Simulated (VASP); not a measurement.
# CoSi2 (Cm) in VASP: single point with PBEsol

Aim: the single point of CoSi2 with PBEsol.

Program: VASP 6.6.1. These are calculated values, not measurements. Logs are shortened: lines on timing, memory, paths and dates and some standing lists are left out, and cuts for length are marked.

## Step 1: The cell of the first run

It takes space group Cm (No. 8, monoclinic). The conventional cell has a = 6.506 Å, b = 3.757 Å, c = 3.757 Å, α = 90.00°, β = 125.26°, γ = 90.00°. Within 2.7 Å of Co (site symmetry m) lie 8 Si at 2.05 to 2.57 Å. Si (site symmetry m) has 4 Co at 2.05 to 2.57 Å and 4 Si at 2.44 to 2.68 Å within 2.7 Å. Si (site symmetry m) has 4 Co at 2.30 Å and 6 Si at 2.44 to 2.89 Å within 3.0 Å.

## Step 2: Single point, PBEsol (atom 2 (Si) moved by (-0.225, -0.225) A along x and y)

File INCAR:

```
PREC = Accurate
ENCUT = 520
EDIFF = 1E-6
ISMEAR = 0
SIGMA = 0.15
LREAL = F
LASPH = T
NELM = 80
ALGO = Fast
ISIF = 2
LWAVE = F
LCHARG = T
GGA = PS
LELF = T
LVHAR = T
NBANDS = 16
```

File KPOINTS:

```
regular mesh
0
Gamma
  16 16 16
```

File POSCAR:

```
CoSi2
1.0
    0.0000000000      2.6562539604      2.6562539604
    2.6562539604      0.0000000000      2.6562539604
    2.6562539604      2.6562539604      0.0000000000
Co Si
1 2
Direct
    0.0000000000      0.0000000000      0.0000000000
    0.2500000000      0.2500000000      0.1652942439
    0.7500000000      0.7500000000      0.7500000000
```

Potentials or basis: VASP PAW PBE potentials, release 64 (Co, Si).

The run is started by

```
$ cat potpaw_PBE.64/Co/POTCAR potpaw_PBE.64/Si/POTCAR > POTCAR
$ mpirun -np 1 vasp_std > vasp.out
```

OUTCAR:

```text
PREC = Accurate
   ENCUT = 520
   EDIFF = 1E-6
   ISMEAR = 0
   LREAL = F
   LASPH = T
   NELM = 80
   ISIF = 2
   GGA = PS

 ion  position               nearest neighbor table
   1  0.000  0.000  0.000-   2 2.05   3 2.30   3 2.30   3 2.30   3 2.30   2 2.32   2 2.32   2 2.57

   2  0.250  0.250  0.165-   1 2.05   1 2.32   1 2.32   3 2.44   3 2.44   1 2.57   3 2.68   3 2.68
                             3 2.89   3 2.89
   3  0.750  0.750  0.750-   1 2.30   1 2.30   1 2.30   1 2.30   2 2.44   2 2.44   2 2.68   2 2.68
                             2 2.89   2 2.89

  LATTYP: Found a face centered cubic cell.
 ALAT       =     5.3125079208

  Lattice vectors:

 A1 = (   0.0000000000,   2.6562539604,   2.6562539604)
 A2 = (   2.6562539604,   0.0000000000,   2.6562539604)
 A3 = (   2.6562539604,   2.6562539604,   0.0000000000)

Analysis of symmetry for initial positions (statically):
=====================================================================
 Subroutine PRICEL returns:
 Original cell was already a primitive cell.

 Routine SETGRP: Setting up the symmetry group for a
 face centered cubic supercell.

 Subroutine GETGRP returns: Found  2 space group operations
 (whereof  2 operations were pure point group operations)
 out of a pool of 48 trial point group operations.

The static configuration has the point symmetry C_1h.

Analysis of symmetry for dynamics (positions and initial velocities):
=====================================================================
 Subroutine PRICEL returns:
 Original cell was already a primitive cell.

 Routine SETGRP: Setting up the symmetry group for a
 face centered cubic supercell.

 Subroutine GETGRP returns: Found  2 space group operations
 (whereof  2 operations were pure point group operations)
 out of a pool of 48 trial point group operations.

The dynamic configuration has the point symmetry C_1h.

 Subroutine INISYM returns: Found  2 space group operations
 (whereof  2 operations are pure point group operations),
 and found     1 'primitive' translations

----------------------------------------------------------------------------------------

                                     Primitive cell

  volume of cell :      37.4834

  direct lattice vectors                    reciprocal lattice vectors
     0.000000000  2.656253960  2.656253960    -0.188235013  0.188235013  0.188235013
     2.656253960  0.000000000  2.656253960     0.188235013 -0.188235013  0.188235013
     2.656253960  2.656253960  0.000000000     0.188235013  0.188235013 -0.188235013

  length of vectors
     3.756510376  3.756510376  3.756510376     0.326032607  0.326032607  0.326032607

  position of ions in fractional coordinates (direct lattice)
     0.000000000  0.000000000  0.000000000
     0.250000000  0.250000000  0.165294244
     0.750000000  0.750000000  0.750000000

  ion indices of the primitive-cell ions
   primitive index   ion index
                 1           1
                 2           2
                 3           3

----------------------------------------------------------------------------------------

 KPOINTS: regular mesh

Automatic generation of k-mesh.
 Grid dimensions read from file:
 generate k-points for:   16   16   16

 Generating k-lattice:

  Cartesian coordinates                     Fractional coordinates (reciprocal lattice)
    -0.011764688  0.011764688  0.011764688     0.062500000  0.000000000  0.000000000
     0.011764688 -0.011764688  0.011764688     0.000000000  0.062500000  0.000000000
     0.011764688  0.011764688 -0.011764688     0.000000000  0.000000000  0.062500000

  Length of vectors
     0.020377038  0.020377038  0.020377038

  Shift w.r.t. Gamma in fractional coordinates (k-lattice)
     0.000000000  0.000000000  0.000000000

 Subroutine IBZKPT returns following result:
 ===========================================

 Found   1098 irreducible k-points:

 Following reciprocal coordinates:
            Coordinates               Weight
  0.000000  0.000000  0.000000      1.000000
  0.062500  0.000000  0.000000      4.000000
  0.000000  0.000000  0.062500      2.000000
  0.062500  0.062500  0.062500      2.000000
  0.125000  0.000000  0.000000      4.000000
  0.000000  0.000000  0.125000      2.000000
[... 16 lines left out ...]
  0.500000  0.000000  0.000000      2.000000
  0.000000  0.000000  0.500000      1.000000
 [... further k-points ...]
   k-points           NKPTS =   1098   k-points in BZ     NKDIM =   1098   number of bands    NBANDS=     16
   number of dos      NEDOS =    301   number of ions     NIONS =      3
   total plane-waves  NPLWV =  21952
   dimension x,y,z NGX =    28 NGY =   28 NGZ =   28
   dimension x,y,z NGXF=    56 NGYF=   56 NGZF=   56
   ions per type =               1   2
   NGX,Y,Z   is equivalent  to a cutoff of  12.39, 12.39, 12.39 a.u.
   NGXF,Y,Z  is equivalent  to a cutoff of  24.78, 24.78, 24.78 a.u.
 SYSTEM =  unknown system
   PREC   = accura    normal or accurate (medium, high low for compatibility)
   ISTART =      0    job   : 0-new  1-cont  2-samecut
   ICHARG =      2    charge: 1-file 2-atom 10-const
   ISPIN  =      1    spin polarized calculation?
   LNONCOLLINEAR =      F non collinear calculations
   LSORBIT =      F    spin-orbit coupling
   LASPH  =      T    aspherical Exc in radial PAW
   ENCUT  =  520.0 eV  38.22 Ry    6.18 a.u.   6.98  6.98  6.98*2*pi/ulx,y,z
   NELM   =     80;   NELMIN=  2; NELMDL= -5     # of ELM steps
   EDIFF  = 0.1E-05   stopping-criterion for ELM
   LREAL  =      F    real-space projection
   EDIFFG = 0.1E-04   stopping-criterion for IOM
   NSW    =      0    number of steps for IOM
   IBRION =     -1    ionic relax: 0-MD 1-quasi-New 2-CG
   NFREE  =      0    steps in history (QN), initial steepest desc. (CG)
   ISIF   =      2    stress and relaxation
   ISYM   =      2    0-nonsym 1-usesym 2-fastsym
   POTIM  = 0.5000    time-step for ionic-motion
   TEBEG  =    0.0;   TEEND  =   0.0 temperature during run
   PSTRESS=    0.0 pullay stress
   NELECT =      17.0000    total number of electrons
   NUPDOWN=      -1.0000    fix difference up-down
   EMIN   =  10.00;   EMAX   =-10.00  energy-range for DOS
   EFERMI =   0.00;   METHOD = LEGACY
   ISMEAR =     0;   SIGMA  =   0.15  broadening in eV -4-tet -1-fermi 0-gaus
   EFERMI_NEDOS =   21; number of points for ismear=-14 and -15
   IALGO  =     68    algorithm
   IMIX   =      4    mixing-type and parameters
     AMIX     =   0.40;   BMIX     =  1.00
     AMIX_MAG =   1.60;   BMIX_MAG =  1.00
  volume/ion in A,a.u.               =      12.49        84.32
  Fermi-wavevector in a.u.,A,eV,Ry     =   1.257800  2.376897 21.525240  1.582061
  Thomas-Fermi vector in A             =   2.391441
   LORBIT       =      0    0 simple, 1 ext, 2 COOP (PROOUT), +10 PAW based schemes
   GGA     = PS    functional components
   LHFCALC =     F    Hartree Fock is set to
   AEXX    =    0.0000 exact exchange contribution
   IVDW    =     0    specifies the selected vdW correction
   LEPSILON=     F    determine dielectric tensor
   LRPA    =     F    only Hartree local field effects (RPA)
 non-spin polarized calculation
 RMM-DIIS sequential band-by-band and
 Gauss-broadening in eV      SIGMA  =   0.15
  energy-cutoff  :      520.00
  volume of cell :       37.48
 maximum number of plane-waves:      1036
   NGX = 13   NGY = 13   NGZ = 13

 number of electron      17.0000005 magnetization

 Free energy of the ion-electron system (eV)
  ---------------------------------------------------
  ext. energy  EPLUGINS =         0.00000000
  ---------------------------------------------------
  free energy    TOTEN  =       -20.49402765 eV

  energy without entropy =      -20.48243956  energy(sigma->0) =      -20.48823361

 E-fermi :  10.3971     XC(G=0): -11.9486

 val. band max:       10.3949209225   @ k =   0.0625   0.0625   0.3125
 cond. band min:      10.3983767077   @ k =   0.5000   0.1250   0.0000
 fundamental gap:      0.0034557853
 Fermi energy:        10.3971046727

 k-point     1 :       0.0000    0.0000    0.0000
  band No.  band energies     occupation
      1      -3.0572      2.00000
      2       5.9075      2.00000
      3       5.9719      2.00000
      4       6.3385      2.00000
      5       8.2734      2.00000
      6       8.3883      2.00000
[... 8 lines left out ...]
     15      16.2512      0.00000
     16      17.2655      0.00000

 k-point     2 :       0.0625    0.0000    0.0000
  band No.  band energies     occupation
      1      -2.9969      2.00000
      2       5.7952      2.00000
      3       5.9941      2.00000
      4       6.3269      2.00000
      5       8.2555      2.00000
      6       8.3671      2.00000
[... 8 lines left out ...]
     15      16.1108      0.00000
     16      17.0227      0.00000

 k-point     3 :       0.0000    0.0000    0.0625
  band No.  band energies     occupation
      1      -2.9994      2.00000
      2       5.9130      2.00000
      3       5.9601      2.00000
      4       6.2163      2.00000
      5       8.2603      2.00000
      6       8.3815      2.00000
[... 8 lines left out ...]
     15      16.2956      0.00000
     16      17.0697      0.00000

 k-point     4 :       0.0625    0.0625    0.0625
  band No.  band energies     occupation
      1      -2.9959      2.00000
      2       5.8461      2.00000
      3       5.9413      2.00000
      4       6.3651      2.00000
      5       8.2405      2.00000
      6       8.3604      2.00000
[... 8 lines left out ...]
     15      15.9803      0.00000
     16      17.1678      0.00000

 k-point     5 :       0.1250    0.0000    0.0000
  band No.  band energies     occupation
      1      -2.8166      2.00000
      2       5.4291      2.00000
      3       6.0753      2.00000
      4       6.3254      2.00000
      5       8.2098      2.00000
      6       8.3166      2.00000
[... 8 lines left out ...]
     15      16.0358      0.00000
     16      16.7540      0.00000

 k-point     6 :       0.0000    0.0000    0.1250
  band No.  band energies     occupation
      1      -2.8269      2.00000
      2       5.6944      2.00000
      3       5.9272      2.00000
      4       6.1093      2.00000
      5       8.2290      2.00000
      6       8.3693      2.00000
[... 8 lines left out ...]
     15      16.4886      0.00000
     16      17.0375      0.00000

 k-point     7 :       0.1250    0.1250    0.1250
  band No.  band energies     occupation
      1      -2.8127      2.00000
      2       5.4879      2.00000
      3       6.0414      2.00000
      4       6.4415      2.00000
      5       8.1552      2.00000
      6       8.2841      2.00000
[... 8 lines left out ...]
     15      15.6966      0.00000
     16      17.0648      0.00000

 k-point     8 :       0.1875    0.0000    0.0000
  band No.  band energies     occupation
      1      -2.5184      2.00000
      2       4.8456      2.00000
      3       6.2061      2.00000
      4       6.3409      2.00000
      5       8.1508      2.00000
      6       8.2727      2.00000
[... 8 lines left out ...]
     15      16.6848      0.00000
     16      17.0677      0.00000

 k-point     9 :       0.0000    0.0000    0.1875
  band No.  band energies     occupation
      1      -2.5429      2.00000
      2       5.0912      2.00000
      3       5.9436      2.00000
      4       6.1595      2.00000
      5       8.1995      2.00000
      6       8.3714      2.00000
[... 8 lines left out ...]
     15      16.8035      0.00000
     16      17.5403      0.00000
[... 172 lines left out ...]
 k-point    19 :       0.3750    0.3750    0.3750
  band No.  band energies     occupation
      1      -0.9336      2.00000
      2       2.5099      2.00000
      3       6.8383      2.00000
      4       6.9053      2.00000
      5       7.6764      2.00000
      6       8.0183      2.00000
[... 8 lines left out ...]
     15      19.2384      0.00000
     16      19.6863      0.00000

 k-point    20 :       0.4375    0.0000    0.0000
  band No.  band energies     occupation
      1      -0.2635      2.00000
      2       1.4980      2.00000
      3       6.3108      2.00000
      4       6.8516      2.00000
      5       7.9523      2.00000
      6       8.3590      2.00000
[... 8 lines left out ...]
     15      20.2440      0.00000
     16      20.8700      0.00000

 k-point    21 :       0.0000    0.0000    0.4375
  band No.  band energies     occupation
      1      -0.5818      2.00000
      2       1.9477      2.00000
      3       5.9447      2.00000
      4       6.3981      2.00000
      5       8.4432      2.00000
      6       8.6779      2.00000
[... 8 lines left out ...]
     15      19.8417      0.00000
     16      21.1603      0.00000

 k-point    22 :       0.4375    0.4375    0.4375
  band No.  band energies     occupation
      1      -0.2363      2.00000
      2       1.6381      2.00000
      3       6.8521      2.00000
      4       7.0651      2.00000
      5       7.4334      2.00000
      6       8.1747      2.00000
[... 8 lines left out ...]
     15      20.3952      0.00000
     16      20.5339      0.00000

 k-point    23 :       0.5000    0.0000    0.0000
  band No.  band energies     occupation
      1       0.3027      2.00000
      2       0.8704      2.00000
      3       6.3039      2.00000
      4       6.8917      2.00000
      5       7.9005      2.00000
      6       8.4192      2.00000
[... 8 lines left out ...]
     15      21.0766      0.00000
     16      21.5299      0.00000

 k-point    24 :       0.0000    0.0000    0.5000
  band No.  band energies     occupation
      1      -0.3025      2.00000
      2       1.6046      2.00000
      3       5.9416      2.00000
      4       6.4085      2.00000
      5       8.4701      2.00000
      6       8.6467      2.00000
[... 8 lines left out ...]
     15      20.3312      0.00000
     16      22.0643      0.00000

 [... further k-points ...]
[... 5 lines left out ...]
  --------------------------------------------------------------------------------------
  -------------------------------------------------------------------------------------
  Total        1.7039345      1.7039345      1.3538058      0.9126805      2.3522979      2.3522979
  in kB       72.8324131     72.8324131     57.8666275     39.0113120    100.5458422    100.5458418
  external PRESSURE =      67.8438179 kB  Pullay stress =       0.0000000 kB

 VOLUME and BASIS-vectors are now :
 -----------------------------------------------------------------------------
  energy-cutoff  :      520.00
  volume of cell :       37.48
      direct lattice vectors                 reciprocal lattice vectors
     0.000000000  2.656253960  2.656253960    -0.188235013  0.188235013  0.188235013
     2.656253960  0.000000000  2.656253960     0.188235013 -0.188235013  0.188235013
     2.656253960  2.656253960  0.000000000     0.188235013  0.188235013 -0.188235013

 POSITION                                       TOTAL-FORCE (eV/Angst)
 -----------------------------------------------------------------------------------
      0.00000      0.00000      0.00000        -1.624789     -1.624789     -1.224685
      1.10313      1.10313      1.32813         2.330152      2.330152      1.206508
      3.98438      3.98438      3.98438        -0.705364     -0.705364      0.018178
 -----------------------------------------------------------------------------------
    total drift:                                0.000047      0.000047      0.000071

  FREE ENERGIE OF THE ION-ELECTRON SYSTEM (eV)
  ---------------------------------------------------
  free  energy   TOTEN  =       -20.4940276503 eV

  energy  without entropy=      -20.4824395608  energy(sigma->0) =      -20.48823361
```

Run time: 11 min. Hardware: 1 thread of Oxide Virtual Turin-like, shared host; peak memory 0.65 GiB.

What came out:

```yaml
Free_energy: -20.4940 eV
Pressure: 6.8 GPa
Largest_force: 3.509 eV/Å
Band_gap_on_the_k_mesh: zero (an odd number of electrons rules out a gap without spin polarisation)
```

Forces on the atoms (eV/Å):
```
Co  -1.625 -1.625 -1.225
Si   2.330  2.330  1.207
Si  -0.705 -0.705  0.018
```

Levels at points of the mesh, in eV from the Fermi level:
| k point | band 6 | band 7 | band 8 | band 9 | band 10 | band 11 | band 12 | band 13 |
| --- | --- | --- | --- | --- | --- | --- | --- | --- |
| (0.00, 0.00, 0.00) | -2.01 | 0.84 | 2.46 | 2.93 | 3.22 | 3.32 | 3.54 | 3.83 |
| (0.50, 0.00, 0.00) | -1.98 | -1.67 | -1.15 | 0.49 | 2.15 | 3.22 | 4.13 | 4.31 |
| (0.00, 0.00, 0.50) | -1.75 | -1.59 | -0.55 | 0.35 | 2.06 | 2.93 | 3.60 | 4.42 |
| (0.50, 0.50, 0.50) | -2.04 | -1.99 | -1.53 | -0.29 | 2.80 | 3.52 | 3.94 | 4.54 |
| (0.50, 0.50, 0.00) | -2.70 | -2.19 | -1.69 | -1.44 | 1.56 | 2.65 | 8.59 | 9.80 |
| (0.00, 0.50, 0.50) | -2.53 | -2.07 | -1.74 | -1.49 | 1.51 | 2.72 | 8.67 | 9.75 |

Caveat: the cell differs from its parent crystal (atom 2 (Si) moved by (-0.225, -0.225) A along x and y); the cell stands under pressure; the PAW data sets were made with another functional, which shifts forces and pressure a little; the run has no spin polarisation, though such a crystal can be magnetic.
